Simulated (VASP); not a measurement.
Here is a VASP 6.6.1 calculation.

File INCAR:

```
SYSTEM = Ti3Al
PREC = Accurate
ENCUT = 520
EDIFF = 1E-7
ISMEAR = 0
SIGMA = 0.15
LREAL = .False.
LASPH = .True.
NELM = 80
ALGO = Fast
ISIF = 2
LWAVE = .False.
LCHARG = .True.
GGA = PS
LELF = .True.
LVHAR = .True.
NBANDS = 28
```

KPOINTS

```
regular mesh
0
Gamma
  18 18 6
  0 0 0
```

POSCAR

```
Ti3Al
1.0
    2.9281210806      0.0000000000      0.0000000000
   -1.4640605403      2.5358272412      0.0000000000
    0.0000000000      0.0000000000      8.6973980458
Ti Al
3 1
Direct
    0.6666666667      0.3333333333      0.0000000000
    0.3333333333      0.6666666667      0.7511732072
    0.3333333333      0.6666666667      0.2488267928
    0.6666666667      0.3333333333      0.5000000000
```

Potentials or basis: VASP PAW PBE potentials, release 64 (Ti_sv, Al).

Command:

```bash
$ cat potpaw_PBE.64/Ti_sv/POTCAR potpaw_PBE.64/Al/POTCAR > POTCAR
$ mpirun -np 1 vasp_std > vasp.out
```

Q: Estimate the largest force.

A: 0.094 eV/Å.

Q: Predict the pressure.

A: 3.9 GPa.

Q: Estimate the band gap on the k mesh.

A: Zero (an odd number of electrons rules out a gap without spin polarisation).

Forces in eV/Å, atoms in the order of the input:
```
Ti   0.000  0.000  0.000
Ti   0.000  0.000  0.094
Ti   0.000  0.000 -0.094
Al   0.000  0.000  0.000
```

Caveat: the cell stands under pressure; the PAW data sets were made with another functional, which shifts forces and pressure a little.
